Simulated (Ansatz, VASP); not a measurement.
# Two plane-wave programs on Cl

```xyz
4
Lattice="2.8836 -1.8185 0.0000 2.8836 1.8185 0.0000 0.0000 0.0000 7.6758" Properties=species:S:1:pos:R:3 pbc="T T T"
Cl    2.8836    1.2983    0.8778
Cl    2.8836   -0.5202    2.9601
Cl    2.8836   -1.2983    6.7980
Cl    2.8836    0.5202    4.7157
```

Alike in both runs: task single point; functional PBEsol; k mesh 10 × 10 × 4; occupations gaussian, width 0.02 eV; no spin polarisation.

|  | VASP | Ansatz |
| --- | --- | --- |
| version | VASP 6.6.1 | Ansatz 0.2.0 |
| potentials or method | VASP PAW PBE potentials, release 64 (Cl), cutoff 520 eV | scalar-relativistic, plane waves, PAW |
| valence electrons in the cell | 28 | 28 |

Ansatz gave:

| Property | Result |
| --- | --- |
| gap on the k mesh at the Fermi level (eV) | 1.88 |
| least direct gap on the mesh (eV) | 1.97 |
| pressure (GPa) | 5.0 |
| traceless stress, the component that is largest in VASP (GPa) | -0.01 |
| rms of the force components (eV/Å) | 0.004 |

Question: What did VASP give for the same quantities?

Answer: gap on the k mesh at the Fermi level (eV): 1.93; least direct gap on the mesh (eV): 2.02; pressure (GPa): 4.7; traceless stress, the component that is largest in VASP (GPa): -0.35; rms of the force components (eV/Å): 0.076.

VASP's potentials were made for PBE, not for PBEsol. Atom by atom the forces differ by 0.080 eV/Å (rms over components).
